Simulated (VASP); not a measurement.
# CS2: single point with PBE

CS2:

```xyz
6
Lattice="3.6458 -2.9943 0.0000 3.6458 2.9943 0.0000 0.0000 0.0000 9.8513" Properties=species:S:1:pos:R:3 pbc="T T T"
S     3.6458    1.9073    8.7368
S     3.6458    1.0871    3.8111
S     3.6458   -1.0871    6.0401
S     3.6458   -1.9073    1.1145
C     3.6458    0.0000    4.9256
C     0.0000    0.0000    0.0000
```

* Program: VASP 6.6.1
* Task: single point
* Functional: PBE
* Potentials or basis: VASP PAW PBE potentials, release 64 (S, C_h)
* Cutoff: 1300 eV
* k mesh: 6 × 6 × 3
* Occupations: fermi-dirac, width 0.05 eV
* Spin: no spin polarisation

The pressure is 0.0 GPa, the largest force is 0.022 eV/Å and the band gap on the k mesh is 3.43 eV.

Forces on the atoms (eV/Å):
```
S    0.000  0.017  0.015
S    0.000 -0.017  0.015
S    0.000  0.017 -0.015
S    0.000 -0.017 -0.015
C    0.000  0.000  0.000
C    0.000  0.000  0.000
```

Levels at points of the mesh, in eV from the valence-band top:
| k point | band 12 | band 13 | band 14 | band 15 | band 16 | band 17 | band 18 | band 19 | band 20 | band 21 |
| --- | --- | --- | --- | --- | --- | --- | --- | --- | --- | --- |
| (0.00, 0.00, 0.00) | -2.76 | -0.48 | -0.37 | -0.34 | -0.19 | 3.48 | 3.57 | 3.79 | 4.01 | 5.25 |
| (0.50, 0.00, 0.00) | -2.87 | -0.30 | -0.30 | -0.14 | -0.14 | 3.56 | 3.56 | 3.71 | 3.71 | 6.73 |
| (0.50, 0.50, 0.00) | -3.02 | -0.57 | -0.48 | -0.27 | 0.00 | 3.43 | 3.48 | 4.11 | 4.16 | 6.38 |

Wall time 5.8 min on 1 thread of Intel(R) Xeon(R) Platinum 8488C (Sapphire Rapids) (shared host), peak memory 0.96 GiB.

Caveat: this functional lacks dispersion, which holds the molecules together, so the pressure and a relaxed volume are unreliable. A k mesh can miss the band edges.
